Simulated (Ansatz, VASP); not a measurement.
## Two plane-wave programs on NbCu

File POSCAR:

```
NbCu
1.0
    0.0000000000      2.5622100000      2.5622100000
    2.5622100000      0.0000000000      2.5622100000
    2.5622100000      2.5622100000      0.0000000000
Nb Cu
1 1
Direct
    0.0000000000      0.0000000000      0.0000000000
    0.5000000000      0.5000000000      0.5000000000
```

The input INCAR.step1:

```
SYSTEM = NbCu
  ALGO = Normal
  EDIFF = 1E-5
  ENCUT = 520
  GGA = PE
  ISIF = 2
  ISMEAR = -1
  LASPH = .TRUE.
  LCHARG = .FALSE.
  LREAL = .FALSE.
  LWAVE = .TRUE.
  NBANDS = 19
  NELM = 100
  PREC = Accurate
  SIGMA = 0.05
```

File INCAR.step2:

```
SYSTEM = NbCu
  AEXX = 0.25
  ALGO = Normal
  EDIFF = 1E-6
  ENCUT = 520
  GGA = PE
  HFSCREEN = 0.3
  ISIF = 2
  ISMEAR = -1
  ISTART = 1
  LASPH = .TRUE.
  LCHARG = .FALSE.
  LHFCALC = .TRUE.
  LREAL = .FALSE.
  LWAVE = .FALSE.
  NBANDS = 19
  NELM = 100
  PREC = Accurate
  PRECFOCK = Normal
  SIGMA = 0.05
```

Contents of KPOINTS:

```
k-points
0
G
  5 5 5
  0 0 0
```

File input:

```
crystal:
  lattice:
    - [0.0, 2.56221, 2.56221]
    - [2.56221, 0.0, 2.56221]
    - [2.56221, 2.56221, 0.0]
  atoms:
    - { symbol: Nb, position: [0.0, 0.0, 0.0] }
    - { symbol: Cu, position: [0.5, 0.5, 0.5] }
hamiltonian:
  xc: { exchange: pbe, correlation: pbe, exx: { coeff: 0.25, omega: 0.3 } }
  pseudopotentials: { kind: paw }
kpoints:
  mp_grid: { grid: [5, 5, 5] }
  band_path:
    path:
      - [[0.0, 0.0, 0.0], [0.5, 0.0, 0.5], [0.5, 0.25, 0.75], [0.375, 0.375, 0.75], [0.0, 0.0, 0.0], [0.5, 0.5, 0.5], [0.625, 0.25, 0.625], [0.5, 0.25, 0.75], [0.5, 0.5, 0.5], [0.375, 0.375, 0.75]]
      - [[0.625, 0.25, 0.625], [0.5, 0.0, 0.5]]
    npoints: 4
scf:
  occupations: { method: fermi_dirac, width: 0.05 }
  n_extra_bands: 6
output:
  forces: true
  stress: true
  eigenvalues: true
  fatbands: false
```

Alike in both runs: functional PBE-based screened hybrid; k mesh 5 × 5 × 5; occupations fermi-dirac, width 0.05 eV; no spin polarisation.

|  | VASP | Ansatz |
| --- | --- | --- |
| version | VASP 6.6.1 | Ansatz 0.2.0 |
| potentials or method | VASP PAW PBE potentials, release 64 (Nb_sv, Cu) | Ansatz PAW |
| plane-wave cutoff (eV) | 520 | 420 |
| valence electrons in the cell | 24 | 32 |
| task | single point | band structure |

```csv
,VASP,Ansatz,Ansatz less VASP
gap on the k mesh at the Fermi level (eV),none,none,-
pressure (GPa),-2.8,-2.8,+0.02
```

VASP's potentials were made for PBE, not for PBE-based screened hybrid. A gap of «none» marks a metal or a gap that the smearing closes. VASP's potentials hold 24 valence electrons a cell and Ansatz's 32, so a difference there can come from the potentials and not from the codes.

The k mesh is coarse, so the values compare programs but aren't converged.
